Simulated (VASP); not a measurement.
Here is a VASP 6.6.1 calculation.

File INCAR:

```
SYSTEM = P4C
ALGO = Normal ; EDIFF = 1E-6
ENCUT = 520 ; GGA = PE
ISIF = 2 ; ISMEAR = 0
LASPH = .TRUE. ; LCHARG = .FALSE.
LREAL = .FALSE. ; LWAVE = .FALSE.
NBANDS = 20 ; NELM = 100
PREC = Accurate ; SIGMA = 0.1
```

KPOINTS

```
k-points
0
G
  4 4 4
  0 0 0
```

Contents of POSCAR:

```
P4C
1.0
   -2.9828642600      2.9828642600      2.9828642600
    2.9828642600     -2.9828642600      2.9828642600
    2.9828642600      2.9828642600     -2.9828642600
P C
4 1
Direct
    0.0000000000      0.6305807800      0.0000000000
    0.3694192200      0.3694192200      0.3694192200
    0.0000000000      0.0000000000      0.6305807800
    0.6305807800      0.0000000000      0.0000000000
    0.0000000000      0.0000000000      0.0000000000
```

Potentials or basis: VASP PAW PBE potentials, release 64 (P, C).

Command:

```console
$ cat potpaw_PBE.64/P/POTCAR potpaw_PBE.64/C/POTCAR > POTCAR
$ mpirun -np 1 vasp_std > vasp.out
```

Task: Predict the largest force.

Result: 0.074 eV/Å.

Task: What does it give for the band gap on the k mesh?

Result: Zero (bands 12 and 13 overlap by 1.51 eV).

Forces on the atoms (eV/Å):
```
P    0.043 -0.043  0.043
P   -0.043 -0.043 -0.043
P    0.043  0.043 -0.043
P   -0.043  0.043  0.043
C    0.000  0.000  0.000
```

Caveat: the k points lie up to 0.37 Å⁻¹ apart, too coarse for converged energies and pressures of a metal.
